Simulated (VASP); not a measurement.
# TiSi31 (a cell with a defect) in VASP: notebook

The runs below take TiSi31 (a cell with a defect) through single point, with PBEsol, HSE06.

Program: VASP 6.6.1. These are calculated values, not measurements. Logs are shortened: lines on timing, memory, paths and dates and some standing lists are left out, and cuts for length are marked.

## Step 1: The cell of the first run

The cell holds a defect, 64 atoms: a = 10.866 Å, b = 10.866 Å, c = 10.866 Å, α = 90.00°, β = 90.00°, γ = 90.00°.

## Step 2: Single point, PBEsol

Input file INCAR:

```
PREC     = Accurate       # precision mode
ENCUT    = 400            # plane-wave cutoff, eV
EDIFF    = 1E-6           # SCF threshold, eV
ISMEAR   = -1             # smearing method
SIGMA    = 0.05           # smearing width, eV
LREAL    = Auto         
LASPH    = True           # aspherical terms in the spheres
NELM     = 120            # most SCF steps
ALGO     = Normal         # electronic algorithm
ISIF     = 2              # what is computed and relaxed
LWAVE    = False          # write WAVECAR
LCHARG   = False          # write CHGCAR
GGA      = PS             # functional
ISYM     = -1           
NBANDS   = 174            # bands
GGA_COMPAT= False
```

Input file KPOINTS:

```
explicit points
1
Reciprocal
  0.25000000   0.25000000   0.25000000 1
```

Input file POSCAR:

```
TiSi31
1.0
   10.8655790000      0.0000000000      0.0000000000
    0.0000000000     10.8655790000      0.0000000000
    0.0000000000      0.0000000000     10.8655790000
Si Ti
62 2
Direct
    0.9998570000      0.0004380000      0.0010480000
    0.9963470000      0.9992110000      0.5018590000
    0.9963910000      0.5012620000      0.9998310000
    0.0313120000      0.5314390000      0.5320160000
    0.5016020000      0.9962200000      0.9968130000
    0.5018020000      0.9997440000      0.4991960000
    0.5017560000      0.4985920000      0.0002610000
    0.1241100000      0.1281320000      0.1287220000
    0.1239410000      0.1246150000      0.6263580000
    0.1239880000      0.6257540000      0.1252910000
    0.6258740000      0.1238840000      0.1244880000
    0.6293710000      0.1251700000      0.6236870000
    0.6293260000      0.6230910000      0.1257230000
    0.5944470000      0.5929160000      0.5935380000
    0.2526680000      0.2475150000      0.0056390000
    0.2540530000      0.2524200000      0.5069460000
    0.2478050000      0.7479370000      0.9965730000
    0.2437600000      0.7580620000      0.4788220000
    0.7535730000      0.2500760000      0.0036030000
    0.7626210000      0.2525220000      0.5068140000
    0.7458330000      0.7491360000      0.9965210000
    0.7383520000      0.7367300000      0.4994500000
    0.3779130000      0.3764310000      0.1289630000
    0.3819790000      0.3662920000      0.6467120000
    0.3730520000      0.8768320000      0.1199300000
    0.3716780000      0.8719580000      0.6185920000
    0.8798920000      0.3752030000      0.1290510000
    0.8873750000      0.3876370000      0.6261070000
    0.8721540000      0.8742790000      0.1219390000
    0.8631160000      0.8718420000      0.6187470000
    0.2526510000      0.0050440000      0.2481120000
    0.2478430000      0.9959670000      0.7485290000
    0.2541290000      0.5063310000      0.2530630000
    0.2437360000      0.4782200000      0.7585800000
    0.7535800000      0.0029980000      0.2506700000
    0.7458360000      0.9959240000      0.7497450000
    0.7625770000      0.5062270000      0.2530590000
    0.7384020000      0.4988730000      0.7373620000
    0.3778900000      0.1283770000      0.3770290000
    0.3730590000      0.1193420000      0.8774280000
    0.3820100000      0.6461490000      0.3669480000
    0.3716060000      0.6180090000      0.8724880000
    0.8798900000      0.1284520000      0.3757850000
    0.8721580000      0.1213450000      0.8748870000
    0.8873350000      0.6254940000      0.3882020000
    0.8631510000      0.6181400000      0.8724940000
    0.0087320000      0.2590370000      0.2596350000
    0.9969920000      0.2484460000      0.7511500000
    0.9969750000      0.7505480000      0.2490520000
    0.9799640000      0.7481800000      0.7487630000
    0.5079510000      0.2531520000      0.2537590000
    0.5078450000      0.2383730000      0.7593280000
    0.5078270000      0.7587540000      0.2389690000
    0.4950750000      0.7342490000      0.7348470000
    0.1306350000      0.3901200000      0.3906980000
    0.1179290000      0.3656250000      0.8865860000
    0.1178930000      0.8859920000      0.3662190000
    0.1177760000      0.8711970000      0.8717660000
    0.6457700000      0.3761500000      0.3767690000
    0.6287640000      0.3738190000      0.8764880000
    0.6287380000      0.8759260000      0.3744180000
    0.6170120000      0.8653090000      0.8659150000
    0.4483290000      0.4502380000      0.4508140000
    0.1774080000      0.6741320000      0.6747290000
```

Potentials or basis: VASP PAW PBE potentials, release 64 (Si, Ti_sv).

Command:

```bash
$ cat potpaw_PBE.64/Si/POTCAR potpaw_PBE.64/Ti_sv/POTCAR > POTCAR
$ mpirun -np 1 vasp_std > vasp.out
```

OUTCAR:

```text
PREC = Accurate
   ENCUT = 400
   EDIFF = 1E-6
   ISMEAR = -1
   LREAL = Auto
   LASPH = True
   NELM = 120
   ISIF = 2
   GGA = PS
   ISYM = -1

 ion  position               nearest neighbor table
   1  1.000  0.000  0.001-  29 2.35  44 2.35  58 2.36   8 2.38
   2  0.996  0.999  0.502-  57 2.33  43 2.33   9 2.37  30 2.37
   3  0.996  0.501  1.000-  56 2.33  27 2.33  10 2.37  46 2.37
   4  0.031  0.531  0.532-  55 2.42  28 2.44  45 2.44  64 2.71
   5  0.502  0.996  0.997-  40 2.33  25 2.33  62 2.37  11 2.38
   6  0.502  1.000  0.499-  39 2.35  61 2.36  12 2.37  26 2.37
[... 56 lines left out ...]
  63  0.448  0.450  0.451-  41 2.43  24 2.43  59 2.43  14 2.71
  64  0.177  0.674  0.675-  34 2.43  18 2.43  50 2.43   4 2.71

IMPORTANT INFORMATION: All symmetrisations will be switched off!
NOSYMM: (Re-)initialisation of all symmetry stuff for point group C_1.

----------------------------------------------------------------------------------------

                                     Primitive cell

  volume of cell :    1282.7990

  direct lattice vectors                    reciprocal lattice vectors
    10.865579000  0.000000000  0.000000000     0.092033752  0.000000000  0.000000000
     0.000000000 10.865579000  0.000000000     0.000000000  0.092033752  0.000000000
     0.000000000  0.000000000 10.865579000     0.000000000  0.000000000  0.092033752

  length of vectors
    10.865579000 10.865579000 10.865579000     0.092033752  0.092033752  0.092033752

  position of ions in fractional coordinates (direct lattice)
     0.999857000  0.000438000  0.001048000
     0.996347000  0.999211000  0.501859000
     0.996391000  0.501262000  0.999831000
     0.031312000  0.531439000  0.532016000
     0.501602000  0.996220000  0.996813000
     0.501802000  0.999744000  0.499196000
[... 56 lines left out ...]
     0.448329000  0.450238000  0.450814000
     0.177408000  0.674132000  0.674729000

  ion indices of the primitive-cell ions
   primitive index   ion index
                 1           1
                 2           2
                 3           3
                 4           4
                 5           5
                 6           6
[... 56 lines left out ...]
                63          63
                64          64

----------------------------------------------------------------------------------------

 KPOINTS: explicit points

Read explicit list of k-points.

 Found      1 k-points:

 Following reciprocal coordinates:
            Coordinates               Weight
  0.250000  0.250000  0.250000      1.000000
   k-points           NKPTS =      1   k-points in BZ     NKDIM =      1   number of bands    NBANDS=    174
   number of dos      NEDOS =    301   number of ions     NIONS =     64
   total plane-waves  NPLWV = 373248
   dimension x,y,z NGX =    72 NGY =   72 NGZ =   72
   dimension x,y,z NGXF=   144 NGYF=  144 NGZF=  144
   ions per type =              62   2
   NGX,Y,Z   is equivalent  to a cutoff of  11.02, 11.02, 11.02 a.u.
   NGXF,Y,Z  is equivalent  to a cutoff of  22.03, 22.03, 22.03 a.u.
 SYSTEM =  unknown system
   PREC   = accura    normal or accurate (medium, high low for compatibility)
   ISTART =      0    job   : 0-new  1-cont  2-samecut
   ICHARG =      2    charge: 1-file 2-atom 10-const
   ISPIN  =      1    spin polarized calculation?
   LNONCOLLINEAR =      F non collinear calculations
   LSORBIT =      F    spin-orbit coupling
   LASPH  =      T    aspherical Exc in radial PAW
   ENCUT  =  400.0 eV  29.40 Ry    5.42 a.u.  17.72 17.72 17.72*2*pi/ulx,y,z
   NELM   =    120;   NELMIN=  2; NELMDL= -5     # of ELM steps
   EDIFF  = 0.1E-05   stopping-criterion for ELM
   LREAL  =      T    real-space projection
   EDIFFG = 0.1E-04   stopping-criterion for IOM
   NSW    =      0    number of steps for IOM
   IBRION =     -1    ionic relax: 0-MD 1-quasi-New 2-CG
   NFREE  =      0    steps in history (QN), initial steepest desc. (CG)
   ISIF   =      2    stress and relaxation
   ISYM   =     -1    0-nonsym 1-usesym 2-fastsym
[... 1 lines left out ...]
   TEBEG  =    0.0;   TEEND  =   0.0 temperature during run
   PSTRESS=    0.0 pullay stress
   NELECT =     272.0000    total number of electrons
   NUPDOWN=      -1.0000    fix difference up-down
   EMIN   =  10.00;   EMAX   =-10.00  energy-range for DOS
   EFERMI =   0.00;   METHOD = LEGACY
   ISMEAR =    -1;   SIGMA  =   0.05  broadening in eV -4-tet -1-fermi 0-gaus
   EFERMI_NEDOS =   21; number of points for ismear=-14 and -15
   IALGO  =     38    algorithm
   IMIX   =      4    mixing-type and parameters
     AMIX     =   0.40;   BMIX     =  1.00
     AMIX_MAG =   1.60;   BMIX_MAG =  1.00
  volume/ion in A,a.u.               =      20.04       135.26
  Fermi-wavevector in a.u.,A,eV,Ry     =   0.976214  1.844777 12.966261  0.952993
  Thomas-Fermi vector in A             =   2.106815
   LORBIT       =      0    0 simple, 1 ext, 2 COOP (PROOUT), +10 PAW based schemes
   GGA     = PS    functional components
   LHFCALC =     F    Hartree Fock is set to
   AEXX    =    0.0000 exact exchange contribution
   IVDW    =     0    specifies the selected vdW correction
   LEPSILON=     F    determine dielectric tensor
   LRPA    =     F    only Hartree local field effects (RPA)
 non-spin polarized calculation
  energy-cutoff  :      400.00
  volume of cell :     1282.80
 maximum number of plane-waves:     23294
 NGX is ok and might be reduce to    70
   NGX = 35   NGY = 35   NGZ = 35

 number of electron     271.9999996 magnetization

 Free energy of the ion-electron system (eV)
  ---------------------------------------------------
  ext. energy  EPLUGINS =         0.00000000
  ---------------------------------------------------
  free energy    TOTEN  =      -368.90487362 eV

  energy without entropy =     -368.90455639  energy(sigma->0) =     -368.90471500

 E-fermi :   6.0021     XC(G=0):  -9.6049

 val. band max:        5.5260796346   @ k =   0.2500   0.2500   0.2500
 cond. band min:       6.4781220151   @ k =   0.2500   0.2500   0.2500
 fundamental gap:      0.9520423805
 Fermi energy:         6.0020738824

 k-point     1 :       0.2500    0.2500    0.2500
  band No.  band energies     occupation
      1     -50.7708      2.00000
      2     -50.7706      2.00000
      3     -27.2759      2.00000
      4     -27.2758      2.00000
      5     -27.1316      2.00000
      6     -27.1304      2.00000
[... 140 lines left out ...]
    147       7.1024      0.00000
    148       7.2139      0.00000
 [bands above 148 left out]

------------------------ aborting loop because EDIFF is reached ----------------------------------------

  FORCE on cell =-STRESS in cart. coord.  units (eV):
  Direction    XX          YY          ZZ          XY          YZ          ZX
  --------------------------------------------------------------------------------------
  -------------------------------------------------------------------------------------
  Total       -4.5638189     -3.1835421     -3.1970570    -17.2759641    -18.8963929    -17.2767553
  in kB       -5.7000723     -3.9761481     -3.9930279    -21.5771586    -23.6010253    -21.5781468
  external PRESSURE =      -4.5564161 kB  Pullay stress =       0.0000000 kB

 VOLUME and BASIS-vectors are now :
 -----------------------------------------------------------------------------
  energy-cutoff  :      400.00
  volume of cell :     1282.80
      direct lattice vectors                 reciprocal lattice vectors
    10.865579000  0.000000000  0.000000000     0.092033752  0.000000000  0.000000000
     0.000000000 10.865579000  0.000000000     0.000000000  0.092033752  0.000000000
     0.000000000  0.000000000 10.865579000     0.000000000  0.000000000  0.092033752

 POSITION                                       TOTAL-FORCE (eV/Angst)
 -----------------------------------------------------------------------------------
     10.86403      0.00476      0.01139         0.001265      0.000799     -0.000641
     10.82589     10.85701      5.45299        -0.002021     -0.000779      0.003930
     10.82637      5.44650     10.86374        -0.000614      0.003199      0.000420
      0.34022      5.77439      5.78066        -0.001478      0.004216      0.004680
      5.45020     10.82451     10.83095         0.001607     -0.001436     -0.000704
      5.45237     10.86280      5.42405        -0.001481     -0.000969      0.001968
[... 56 lines left out ...]
      4.87135      4.89210      4.89836        -0.006416     -0.005716     -0.003081
      1.92764      7.32483      7.33132         0.009391      0.004397      0.002631
 -----------------------------------------------------------------------------------
    total drift:                                0.005732     -0.003657     -0.002223

  FREE ENERGIE OF THE ION-ELECTRON SYSTEM (eV)
  ---------------------------------------------------
  free  energy   TOTEN  =      -368.9048736162 eV

  energy  without entropy=     -368.9045563854  energy(sigma->0) =     -368.90471500
```

It took 6.6 min on 1 thread of Intel Xeon Platinum 8259CL at 2.50GHz (Skylake/Cascade Lake), shared host; peak memory 0.74 GiB.

Results:

* Free energy: -368.9049 eV
* Pressure: -0.5 GPa
* Largest force: 0.011 eV/Å
* Band gap on the k mesh: 0.95 eV

Forces on the atoms (eV/Å):
```
Si   0.001  0.001 -0.001
Si  -0.002 -0.001  0.004
Si  -0.001  0.003  0.000
Si  -0.001  0.004  0.005
Si   0.002 -0.001 -0.001
Si  -0.001 -0.001  0.002
Si   0.001  0.002 -0.001
Si  -0.002  0.001  0.000
Si   0.000  0.003 -0.001
Si  -0.002 -0.002 -0.001
Si  -0.002  0.001  0.000
Si   0.004  0.000 -0.004
Si   0.002 -0.004  0.000
Si  -0.002 -0.004 -0.003
Si   0.003  0.002 -0.002
Si   0.000 -0.003  0.001
Si   0.004  0.001 -0.003
Si   0.001 -0.001 -0.006
Si   0.002  0.001  0.001
Si   0.001 -0.001  0.003
Si   0.000  0.006  0.000
Si  -0.001 -0.002  0.000
Si  -0.002 -0.003  0.005
Si  -0.001  0.000  0.007
Si  -0.003  0.000 -0.002
Si   0.000  0.000  0.000
Si  -0.001 -0.003 -0.004
Si   0.003  0.002  0.000
Si  -0.003 -0.001  0.000
Si  -0.001  0.002 -0.005
Si   0.003 -0.002  0.002
Si   0.003 -0.003  0.001
Si  -0.001  0.002 -0.003
Si   0.002 -0.009  0.001
Si   0.002  0.002  0.000
Si   0.001  0.001  0.004
Si  -0.001  0.001  0.003
Si  -0.001  0.000 -0.005
Si  -0.003  0.005 -0.002
Si   0.000  0.000 -0.001
Si  -0.001  0.008  0.000
Si   0.001  0.000  0.005
Si  -0.001 -0.002 -0.002
Si  -0.003  0.001 -0.002
Si   0.002  0.000  0.004
Si   0.000 -0.001 -0.002
Si   0.000  0.002  0.001
Si  -0.001  0.000 -0.001
Si  -0.001 -0.002  0.000
Si  -0.008  0.001  0.005
Si   0.003  0.001  0.000
Si  -0.003  0.001  0.004
Si  -0.001  0.001  0.001
Si   0.000  0.000  0.000
Si   0.002 -0.002  0.001
Si   0.000 -0.001 -0.001
Si   0.001  0.000 -0.002
Si  -0.004 -0.002  0.000
Si   0.006  0.000 -0.005
Si   0.001  0.001  0.001
Si   0.003 -0.001  0.001
Si  -0.002 -0.001 -0.002
Ti  -0.006 -0.006 -0.003
Ti   0.009  0.004  0.003
```

Stress tensor (GPa, compression positive):
```
-0.57 -2.16 -2.16
-2.16 -0.40 -2.36
-2.16 -2.36 -0.40
```

Caveat: the PAW data sets were made with another functional, which shifts forces and pressure a little.

## Step 3: Single point, PBEsol

INCAR is that of step 2.

KPOINTS is that of step 2.

POSCAR: that of step 2 with these lines changed.

```diff
@@ -15,3 +15,3 @@
     0.5017560000      0.4985920000      0.0002610000
-    0.1241100000      0.1281320000      0.1287220000
+    0.1241100000      0.1281330000      0.1287220000
     0.1239410000      0.1246150000      0.6263580000
```

Potentials or basis: VASP PAW PBE potentials, release 64 (Si, Ti_sv).

Command:

```bash
$ cat potpaw_PBE.64/Si/POTCAR potpaw_PBE.64/Ti_sv/POTCAR > POTCAR
$ mpirun -np 1 vasp_std > vasp.out
```

It took 5.7 min on 1 thread of Intel Xeon Platinum 8259CL at 2.50GHz (Skylake/Cascade Lake), shared host; peak memory 0.74 GiB.

The run converged. Its results:

```
Free energy            : -368.9049 eV
Pressure               : -0.5 GPa
Largest force          : 0.011 eV/Å
Band gap on the k mesh : 0.95 eV
```

Forces in eV/Å, atoms in the order of the input:
```
Si   0.001  0.001 -0.001
Si  -0.002 -0.001  0.004
Si  -0.001  0.003  0.000
Si  -0.001  0.004  0.005
Si   0.002 -0.001 -0.001
Si  -0.001 -0.001  0.002
Si   0.001  0.002 -0.001
Si  -0.002  0.000  0.000
Si   0.000  0.003 -0.001
Si  -0.002 -0.002 -0.001
Si  -0.002  0.001  0.000
Si   0.004  0.000 -0.004
Si   0.002 -0.004  0.000
Si  -0.002 -0.004 -0.003
Si   0.003  0.002 -0.002
Si   0.000 -0.003  0.001
Si   0.004  0.001 -0.003
Si   0.001 -0.001 -0.006
Si   0.002  0.001  0.001
Si   0.001 -0.001  0.003
Si   0.000  0.006  0.000
Si  -0.001 -0.002  0.000
Si  -0.002 -0.003  0.005
Si  -0.001  0.000  0.007
Si  -0.003  0.000 -0.002
Si   0.000  0.000  0.000
Si  -0.001 -0.003 -0.004
Si   0.003  0.002  0.000
Si  -0.003 -0.001  0.000
Si  -0.001  0.002 -0.005
Si   0.003 -0.002  0.002
Si   0.003 -0.003  0.001
Si  -0.001  0.002 -0.003
Si   0.002 -0.009  0.001
Si   0.002  0.002  0.000
Si   0.001  0.001  0.004
Si  -0.001  0.001  0.003
Si  -0.001  0.000 -0.005
Si  -0.003  0.005 -0.002
Si   0.000  0.000 -0.001
Si  -0.001  0.008  0.000
Si   0.001  0.000  0.005
Si  -0.001 -0.002 -0.002
Si  -0.003  0.001 -0.002
Si   0.002  0.000  0.004
Si   0.000 -0.001 -0.002
Si   0.000  0.002  0.002
Si  -0.001  0.000 -0.001
Si  -0.001 -0.002  0.000
Si  -0.008  0.001  0.005
Si   0.003  0.001  0.000
Si  -0.003  0.001  0.004
Si  -0.001  0.001  0.001
Si   0.000  0.000  0.000
Si   0.002 -0.002  0.001
Si   0.000 -0.001 -0.001
Si   0.001  0.000 -0.002
Si  -0.004 -0.002  0.000
Si   0.006  0.000 -0.005
Si   0.001  0.001  0.001
Si   0.003 -0.001  0.001
Si  -0.002 -0.001 -0.002
Ti  -0.006 -0.006 -0.003
Ti   0.009  0.004  0.003
```

Stress tensor (GPa, compression positive):
```
-0.57 -2.16 -2.16
-2.16 -0.40 -2.36
-2.16 -2.36 -0.40
```

Levels at points of the mesh, in eV from the valence-band top:
```tsv
k point	band 134	band 135	band 136	band 137	band 138	band 139
(0.25, 0.25, 0.25)	-0.22	0.00	0.00	0.95	0.98	1.00
```

Caveat: the PAW data sets were made with another functional, which shifts forces and pressure a little.

(Continued in part 2 of 2.)
